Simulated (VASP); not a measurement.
Set up this calculation in VASP 6.6.1, as the native input.

```
Task                   : single point
Functional             : PBE
Potentials or basis    : VASP PAW PBE potentials, release 64 (Hf_pv)
Cutoff                 : 520 eV
k mesh                 : 12 × 12 × 1
Occupations            : gaussian, width 0.1 eV
Spin                   : no spin polarisation
Dipole correction      : yes
Further INCAR settings : ALGO = Normal; EDIFF = 1e-06; NBANDS = 22
```

The structure of Hf lies in POSCAR:

```
Hf
1.0
    4.0204318328      0.0000000000      0.0000000000
    0.0000000000      4.0204318328      0.0000000000
    0.0000000000      0.0000000000     28.0899089118
Hf
3
Direct
    0.0000000000      0.5000000000      0.3181956260
    0.5000000000      0.0000000000      0.3181956260
    0.0000000000      0.0000000000      0.2424834356
```

The cell was built from a structure type or drawn by symmetry, and may not be a known phase.

The input as run:

INCAR

```
SYSTEM = Hf
PREC = Accurate
ENCUT = 520
EDIFF = 1E-6
ISMEAR = 0
SIGMA = 0.1
LREAL = .False.
LASPH = .True.
NELM = 80
ALGO = Normal
ISIF = 2
LWAVE = .False.
LCHARG = .False.
LDIPOL = .True.
IDIPOL = 3
DIPOL = 0.5 0.5 0.293
GGA = PE
NBANDS = 22
```

KPOINTS

```
regular mesh
0
Gamma
  12 12 1
  0 0 0
```

Potentials or basis: VASP PAW PBE potentials, release 64 (Hf_pv).

Launch:

```console
$ cat potpaw_PBE.64/Hf_pv/POTCAR > POTCAR
$ mpirun -np 1 vasp_std > vasp.out
```

It gave:

The largest force is 0.071 eV/Å and the band gap on the k mesh is zero (bands 15 and 16 overlap by 1.06 eV).

Caveat: spin-orbit coupling is left out, which moves the levels of the heavy elements.

Wall time 12 min on 1 thread of Intel Xeon 8259CL, on a shared host, peak memory 0.58 GiB.
